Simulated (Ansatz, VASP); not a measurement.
# Two plane-wave programs on Al3H2

```xyz
5
Lattice="2.9611 0.0000 0.0000 -1.4806 2.5644 0.0000 0.0000 0.0000 7.4017" Properties=species:S:1:pos:R:3 pbc="T T T"
Al    0.0000    0.0000    0.0000
Al    0.0000    1.7096    2.5871
Al    1.4806    0.8548    4.8146
H     0.0000    1.7096    6.5895
H     1.4806    0.8548    0.8122
```

Change from the starting cell: built by hand: ordered vacancy rocksalt, trigonal Al3H2 (P-3m1, No. 164).

Alike in both runs: functional PBE; k mesh 12 × 12 × 4; occupations gaussian, width 0.1 eV; no spin polarisation.

Ansatz relaxed the structure, and its values are those at the end. VASP's run is a single point on that final structure, the one shown.

```csv
,VASP,Ansatz
version,VASP 6.6.1,Ansatz 0.2.0
potentials or method,"VASP PAW PBE potentials, release 64 (Al, H), cutoff 520 eV","scalar-relativistic, plane waves, PAW"
valence electrons in the cell,11,11
```

|  | VASP | Ansatz | Ansatz less VASP |
| --- | --- | --- | --- |
| gap on the k mesh at the Fermi level (eV) | none | none | - |
| pressure (GPa) | -0.1 | 0.0 | +0.10 |

A gap of «none» marks a metal or a gap that the smearing closes. The functional is the same, so the differences come from potentials, cutoffs and numerics.
